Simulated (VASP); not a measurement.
Here is a VASP 6.6.1 calculation.

File INCAR:

```
SYSTEM = SiO2
PREC = Accurate
ENCUT = 600
EDIFF = 1E-6
ISMEAR = 0
SIGMA = 0.02
LREAL = .FALSE.
LASPH = .TRUE.
NELM = 120
ALGO = Normal
ISIF = 2
LWAVE = .FALSE.
LCHARG = .FALSE.
GGA = PE
NBANDS = 25
GGA_COMPAT = .FALSE.
```

File KPOINTS:

```
Automatic mesh
0
G
  8 8 8
  0 0 0
```

POSCAR

```
SiO2
1.0
   -2.5137467188      2.5137467188      3.6894593318
    2.5137467188     -2.5137467188      3.6894593318
    2.5137467188      2.5137467188     -3.6894593318
Si O
2 4
Direct
    0.0000000000      0.0000000000      0.0000000000
    0.7500000000      0.2500000000      0.5000000000
    0.9668890653      0.6250000000      0.8418890653
    0.3750000000      0.2168890653      0.3418890653
    0.7831109347      0.1250000000      0.1581109347
    0.8750000000      0.0331109347      0.6581109347
```

Potentials or basis: VASP PAW PBE potentials, release 64 (Si, O).

Run with:

```bash
$ cat potpaw_PBE.64/Si/POTCAR potpaw_PBE.64/O/POTCAR > POTCAR
$ mpirun -np 1 vasp_std > vasp.out
```

(1) Predict the band gap on the k mesh.

(2) Predict the largest force.

(3) What does it give for the pressure?

Results:

(1) 5.73 eV.

(2) 0.008 eV/Å.

(3) -0.1 GPa.
